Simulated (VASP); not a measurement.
A run of VASP 6.6.1:

The input POSCAR:

```
PbO2
1.0
    3.7105022092      0.0000000000      0.0000000000
   -1.8552511046      3.2133891740      0.0000000000
    0.0000000000      0.0000000000      3.1480025505
Pb O
1 2
Direct
    0.0000000000      0.0000000000      0.0000000000
    0.3333333333      0.6666666667      0.5000000000
    0.6666666667      0.3333333333      0.5000000000
```

The input INCAR.step1:

```
PREC = Accurate
ENCUT = 520
ISMEAR = -1
SIGMA = 0.01
LREAL = False
LASPH = True
NELM = 100
NBANDS = 20
GGA = PE
ALGO = Normal
EDIFF = 1E-4
LWAVE = True
LCHARG = False
```

Contents of INCAR.step2:

```
PREC = Accurate
ENCUT = 520
EDIFF = 1E-6
ISMEAR = -1
SIGMA = 0.01
LREAL = False
LASPH = True
NELM = 100
ALGO = Normal
ISIF = 2
LWAVE = False
LCHARG = False
METAGGA = R2SCAN
LMIXTAU = True
NBANDS = 20
ISTART = 1
```

KPOINTS

```
regular mesh
0
Gamma
  6 6 5
```

Potentials or basis: VASP PAW PBE potentials, release 64 (Pb_d, O).

Run with:

```bash
$ cat potpaw_PBE.64/Pb_d/POTCAR potpaw_PBE.64/O/POTCAR > POTCAR
$ cp INCAR.step1 INCAR
$ mpirun -np 1 vasp_std > vasp.out
$ cp INCAR.step2 INCAR
$ mpirun -np 1 vasp_std > vasp.out
```

Hardware: 1 thread of Intel(R) Xeon(R) Platinum 8375C CPU @ 2.90GHz (Ice Lake), on a shared host.

Question: Estimate the wall time of this run.

Answer: Wall time 47 s on 1 thread of Intel(R) Xeon(R) Platinum 8375C CPU @ 2.90GHz (Ice Lake), on a shared host, peak memory 0.16 GiB. Counts: k points 21.
